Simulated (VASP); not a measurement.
# TePb (P1) in VASP: single point with PBEsol

Aim: the single point of TePb with PBEsol.

All numbers are computed with VASP 6.6.1; they aren't measurements. Logs are shortened: lines on timing, memory, paths and dates and some standing lists are left out, and cuts for length are marked.

## Step 1: The cell of the first run

The typed cell holds 2 atoms: a = 4.564 Å, b = 4.564 Å, c = 4.564 Å, α = 60.00°, β = 60.00°, γ = 60.00°.

## Step 2: Single point, PBEsol (one atom moved)

The input, INCAR:

```
SYSTEM = TePb
ALGO = Normal
EDIFF = 1E-7
ENCUT = 520
GGA = PS
ISIF = 2
ISMEAR = 0
LASPH = .True.
LCHARG = .False.
LREAL = .False.
LWAVE = .False.
NBANDS = 17
NELM = 80
PREC = Accurate
SIGMA = 0.02
```

The input, KPOINTS:

```
k-points
0
Gamma
  8 8 8
  0 0 0
```

The input, POSCAR:

```
TePb
1.0
    0.0000000000      3.2270000000      3.2270000000
    3.2270000000      0.0000000000      3.2270000000
    3.2270000000      3.2270000000      0.0000000000
Te Pb
1 1
Direct
    0.5000000000      0.5000000000      0.5000000000
    0.0936148125     -0.0216222498     -0.0070049582
```

Potentials or basis: VASP PAW PBE potentials, release 64 (Te, Pb_d).

On the command line:

```console
$ cat potpaw_PBE.64/Te/POTCAR potpaw_PBE.64/Pb_d/POTCAR > POTCAR
$ mpirun -np 1 vasp_std > vasp.out
```

OUTCAR:

```text
SYSTEM = TePb
   EDIFF = 1E-7
   ENCUT = 520
   GGA = PS
   ISIF = 2
   ISMEAR = 0
   LASPH = .True.
   LREAL = .False.
   NELM = 80
   PREC = Accurate

 ion  position               nearest neighbor table
   1  0.500  0.500  0.500-   2 2.96   2 3.01   2 3.16   2 3.34   2 3.47   2 3.52
   2  0.094  0.978  0.993-   1 2.96   1 3.01   1 3.16   1 3.34   1 3.47   1 3.52

  LATTYP: Found a face centered cubic cell.
 ALAT       =     6.4540000000

  Lattice vectors:

 A1 = (   0.0000000000,   3.2270000000,   3.2270000000)
 A2 = (   3.2270000000,   0.0000000000,   3.2270000000)
 A3 = (   3.2270000000,   3.2270000000,   0.0000000000)

Analysis of symmetry for initial positions (statically):
=====================================================================
 Subroutine PRICEL returns:
 Original cell was already a primitive cell.

 Routine SETGRP: Setting up the symmetry group for a
 face centered cubic supercell.

 Subroutine GETGRP returns: Found  1 space group operations
 (whereof  1 operations were pure point group operations)
 out of a pool of 48 trial point group operations.

The static configuration has the point symmetry C_1 .

Analysis of symmetry for dynamics (positions and initial velocities):
=====================================================================
 Subroutine PRICEL returns:
 Original cell was already a primitive cell.

 Routine SETGRP: Setting up the symmetry group for a
 face centered cubic supercell.

 Subroutine GETGRP returns: Found  1 space group operations
 (whereof  1 operations were pure point group operations)
 out of a pool of 48 trial point group operations.

The dynamic configuration has the point symmetry C_1 .

 Subroutine INISYM returns: Found  1 space group operations
 (whereof  1 operations are pure point group operations),
 and found     1 'primitive' translations

----------------------------------------------------------------------------------------

                                     Primitive cell

  volume of cell :      67.2089

  direct lattice vectors                    reciprocal lattice vectors
     0.000000000  3.227000000  3.227000000    -0.154942671  0.154942671  0.154942671
     3.227000000  0.000000000  3.227000000     0.154942671 -0.154942671  0.154942671
     3.227000000  3.227000000  0.000000000     0.154942671  0.154942671 -0.154942671

  length of vectors
     4.563667166  4.563667166  4.563667166     0.268368579  0.268368579  0.268368579

  position of ions in fractional coordinates (direct lattice)
     0.500000000  0.500000000  0.500000000
     0.093614813  0.978377750  0.992995042

  ion indices of the primitive-cell ions
   primitive index   ion index
                 1           1
                 2           2

----------------------------------------------------------------------------------------

 KPOINTS: k-points

Automatic generation of k-mesh.
 Grid dimensions read from file:
 generate k-points for:    8    8    8

 Generating k-lattice:

  Cartesian coordinates                     Fractional coordinates (reciprocal lattice)
    -0.019367834  0.019367834  0.019367834     0.125000000  0.000000000  0.000000000
     0.019367834 -0.019367834  0.019367834     0.000000000  0.125000000  0.000000000
     0.019367834  0.019367834 -0.019367834     0.000000000  0.000000000  0.125000000

  Length of vectors
     0.033546072  0.033546072  0.033546072

  Shift w.r.t. Gamma in fractional coordinates (k-lattice)
     0.000000000  0.000000000  0.000000000

 Subroutine IBZKPT returns following result:
 ===========================================

 Found    260 irreducible k-points:

 Following reciprocal coordinates:
            Coordinates               Weight
  0.000000  0.000000  0.000000      1.000000
  0.125000  0.000000  0.000000      2.000000
  0.000000  0.125000  0.000000      2.000000
  0.000000  0.000000  0.125000      2.000000
  0.125000  0.125000  0.125000      2.000000
  0.250000  0.000000  0.000000      2.000000
[... 16 lines left out ...]
  0.125000  0.000000  0.250000      2.000000
  0.125000  0.125000 -0.125000      2.000000
 [... further k-points ...]
   k-points           NKPTS =    260   k-points in BZ     NKDIM =    260   number of bands    NBANDS=     17
   number of dos      NEDOS =    301   number of ions     NIONS =      2
   total plane-waves  NPLWV =  46656
   dimension x,y,z NGX =    36 NGY =   36 NGZ =   36
   dimension x,y,z NGXF=    72 NGYF=   72 NGZF=   72
   ions per type =               1   1
   NGX,Y,Z   is equivalent  to a cutoff of  13.11, 13.11, 13.11 a.u.
   NGXF,Y,Z  is equivalent  to a cutoff of  26.23, 26.23, 26.23 a.u.
 SYSTEM =  TePb
   PREC   = accura    normal or accurate (medium, high low for compatibility)
   ISTART =      0    job   : 0-new  1-cont  2-samecut
   ICHARG =      2    charge: 1-file 2-atom 10-const
   ISPIN  =      1    spin polarized calculation?
   LNONCOLLINEAR =      F non collinear calculations
   LSORBIT =      F    spin-orbit coupling
   LASPH  =      T    aspherical Exc in radial PAW
   ENCUT  =  520.0 eV  38.22 Ry    6.18 a.u.   8.49  8.49  8.49*2*pi/ulx,y,z
   NELM   =     80;   NELMIN=  2; NELMDL= -5     # of ELM steps
   EDIFF  = 0.1E-06   stopping-criterion for ELM
   LREAL  =      F    real-space projection
   EDIFFG = 0.1E-05   stopping-criterion for IOM
   NSW    =      0    number of steps for IOM
   IBRION =     -1    ionic relax: 0-MD 1-quasi-New 2-CG
   NFREE  =      0    steps in history (QN), initial steepest desc. (CG)
   ISIF   =      2    stress and relaxation
   ISYM   =      2    0-nonsym 1-usesym 2-fastsym
   POTIM  = 0.5000    time-step for ionic-motion
   TEBEG  =    0.0;   TEEND  =   0.0 temperature during run
   PSTRESS=    0.0 pullay stress
   NELECT =      20.0000    total number of electrons
   NUPDOWN=      -1.0000    fix difference up-down
   EMIN   =  10.00;   EMAX   =-10.00  energy-range for DOS
   EFERMI =   0.00;   METHOD = LEGACY
   ISMEAR =     0;   SIGMA  =   0.02  broadening in eV -4-tet -1-fermi 0-gaus
   EFERMI_NEDOS =   21; number of points for ismear=-14 and -15
   IALGO  =     38    algorithm
   IMIX   =      4    mixing-type and parameters
     AMIX     =   0.40;   BMIX     =  1.00
     AMIX_MAG =   1.60;   BMIX_MAG =  1.00
  volume/ion in A,a.u.               =      33.60       226.77
  Fermi-wavevector in a.u.,A,eV,Ry     =   1.092972  2.065418 16.253366  1.194589
  Thomas-Fermi vector in A             =   2.229249
   LORBIT       =      0    0 simple, 1 ext, 2 COOP (PROOUT), +10 PAW based schemes
   GGA     = PS    functional components
   LHFCALC =     F    Hartree Fock is set to
   AEXX    =    0.0000 exact exchange contribution
   IVDW    =     0    specifies the selected vdW correction
   LEPSILON=     F    determine dielectric tensor
   LRPA    =     F    only Hartree local field effects (RPA)
 non-spin polarized calculation
 Gauss-broadening in eV      SIGMA  =   0.02
  energy-cutoff  :      520.00
  volume of cell :       67.21
 maximum number of plane-waves:      1837
 NGX is ok and might be reduce to    36
   NGX = 17   NGY = 17   NGZ = 17

 number of electron      19.9999998 magnetization

 Free energy of the ion-electron system (eV)
  ---------------------------------------------------
  ext. energy  EPLUGINS =         0.00000000
  ---------------------------------------------------
  free energy    TOTEN  =        -8.17859870 eV

  energy without entropy =       -8.17859870  energy(sigma->0) =       -8.17859870

 E-fermi :   5.6666     XC(G=0):  -9.4619

 val. band max:        5.5107262604   @ k =   0.0000   0.0000   0.5000
 cond. band min:       6.2604903972   @ k =   0.0000   0.0000   0.5000
 fundamental gap:      0.7497641368
 Fermi energy:         5.6666347627

 k-point     1 :       0.0000    0.0000    0.0000
  band No.  band energies     occupation
      1     -11.0732      2.00000
      2     -11.0689      2.00000
      3     -11.0538      2.00000
      4     -11.0475      2.00000
      5     -11.0458      2.00000
      6      -6.6912      2.00000
[... 9 lines left out ...]
     16      11.8900      0.00000
     17      12.7115      0.00000

 k-point     2 :       0.1250    0.0000    0.0000
  band No.  band energies     occupation
      1     -11.0751      2.00000
      2     -11.0711      2.00000
      3     -11.0533      2.00000
      4     -11.0453      2.00000
      5     -11.0435      2.00000
      6      -6.5656      2.00000
[... 9 lines left out ...]
     16      11.7985      0.00000
     17      13.6536      0.00000

 k-point     3 :       0.0000    0.1250    0.0000
  band No.  band energies     occupation
      1     -11.0769      2.00000
      2     -11.0703      2.00000
      3     -11.0514      2.00000
      4     -11.0465      2.00000
      5     -11.0438      2.00000
      6      -6.5524      2.00000
[... 9 lines left out ...]
     16      11.8281      0.00000
     17      13.7325      0.00000

 k-point     4 :       0.0000    0.0000    0.1250
  band No.  band energies     occupation
      1     -11.0772      2.00000
      2     -11.0700      2.00000
      3     -11.0514      2.00000
      4     -11.0466      2.00000
      5     -11.0437      2.00000
      6      -6.5517      2.00000
[... 9 lines left out ...]
     16      11.8145      0.00000
     17      13.7383      0.00000
[... 343 lines left out ...]
      1     -11.0867      2.00000
      2     -11.0726      2.00000
      3     -11.0477      2.00000
      4     -11.0426      2.00000
      5     -11.0395      2.00000
      6      -6.2129      2.00000
[... 9 lines left out ...]
     16      12.8705      0.00000
     17      14.3970      0.00000

 k-point    23 :       0.1250    0.0000    0.2500
  band No.  band energies     occupation
      1     -11.0925      2.00000
      2     -11.0675      2.00000
      3     -11.0526      2.00000
      4     -11.0410      2.00000
      5     -11.0361      2.00000
      6      -6.1875      2.00000
[... 9 lines left out ...]
     16      12.8428      0.00000
     17      14.5665      0.00000

 k-point    24 :       0.1250    0.1250   -0.1250
  band No.  band energies     occupation
      1     -11.0903      2.00000
      2     -11.0693      2.00000
      3     -11.0509      2.00000
      4     -11.0427      2.00000
      5     -11.0362      2.00000
      6      -6.1977      2.00000
[... 9 lines left out ...]
     16      12.9538      0.00000
     17      14.4992      0.00000

 [... further k-points ...]

------------------------ aborting loop because EDIFF is reached ----------------------------------------

  FORCE on cell =-STRESS in cart. coord.  units (eV):
  Direction    XX          YY          ZZ          XY          YZ          ZX
  --------------------------------------------------------------------------------------
  -------------------------------------------------------------------------------------
  Total       -0.0255438      1.1328990      0.7207058     -0.0244164      0.0498116     -0.0229597
  in kB       -0.6089332     27.0069084     17.1807346     -0.5820563      1.1874459     -0.5473298
  external PRESSURE =      14.5262366 kB  Pullay stress =       0.0000000 kB

 VOLUME and BASIS-vectors are now :
 -----------------------------------------------------------------------------
  energy-cutoff  :      520.00
  volume of cell :       67.21
      direct lattice vectors                 reciprocal lattice vectors
     0.000000000  3.227000000  3.227000000    -0.154942671  0.154942671  0.154942671
     3.227000000  0.000000000  3.227000000     0.154942671 -0.154942671  0.154942671
     3.227000000  3.227000000  0.000000000     0.154942671  0.154942671 -0.154942671

 POSITION                                       TOTAL-FORCE (eV/Angst)
 -----------------------------------------------------------------------------------
      3.22700      3.22700      3.22700        -0.112581      0.501477      0.372017
      6.36162      3.50649      3.45932         0.112581     -0.501477     -0.372017
 -----------------------------------------------------------------------------------
    total drift:                               -0.000148      0.000480      0.000397

  FREE ENERGIE OF THE ION-ELECTRON SYSTEM (eV)
  ---------------------------------------------------
  free  energy   TOTEN  =        -8.1785986999 eV

  energy  without entropy=       -8.1785986999  energy(sigma->0) =       -8.17859870
```

Run time: 10 min. Hardware: 1 thread of AMD EPYC 7R13, shared host; peak memory 0.41 GiB.

Results:

| Quantity | Value |
| --- | --- |
| Free energy | -8.1786 eV |
| Pressure | 1.5 GPa |
| Largest force | 0.634 eV/Å |
| Band gap on the k mesh | 0.75 eV, direct |

Forces on the atoms (eV/Å):
```
Te  -0.113  0.501  0.372
Pb   0.113 -0.501 -0.372
```

Levels at points of the mesh, in eV from the valence-band top:
| k point | band 8 | band 9 | band 10 | band 11 | band 12 | band 13 |
| --- | --- | --- | --- | --- | --- | --- |
| (0.00, 0.00, 0.00) | -1.57 | -1.33 | -1.18 | 3.41 | 3.64 | 4.15 |
| (0.50, 0.00, 0.00) | -1.29 | -0.99 | -0.53 | 1.18 | 1.28 | 1.60 |
| (0.00, 0.50, 0.00) | -1.31 | -1.15 | -0.03 | 0.77 | 1.70 | 1.81 |
| (0.00, 0.00, 0.50) | -1.26 | -1.20 | 0.00 | 0.75 | 1.73 | 1.81 |
| (0.50, 0.50, 0.50) | -1.39 | -1.01 | -0.26 | 0.97 | 1.45 | 1.79 |
| (0.50, 0.50, 0.00) | -4.34 | -2.88 | -2.70 | 2.77 | 5.67 | 5.91 |
| (0.00, 0.50, 0.50) | -4.52 | -2.98 | -2.55 | 2.59 | 5.67 | 6.14 |
| (0.50, 0.00, 0.50) | -4.25 | -2.88 | -2.73 | 2.88 | 5.62 | 5.82 |

Caveat: the cell differs from its parent crystal (one atom moved); the PAW data sets were made with another functional, which shifts forces and pressure a little; spin-orbit coupling is left out, which moves the levels of the heavy elements.
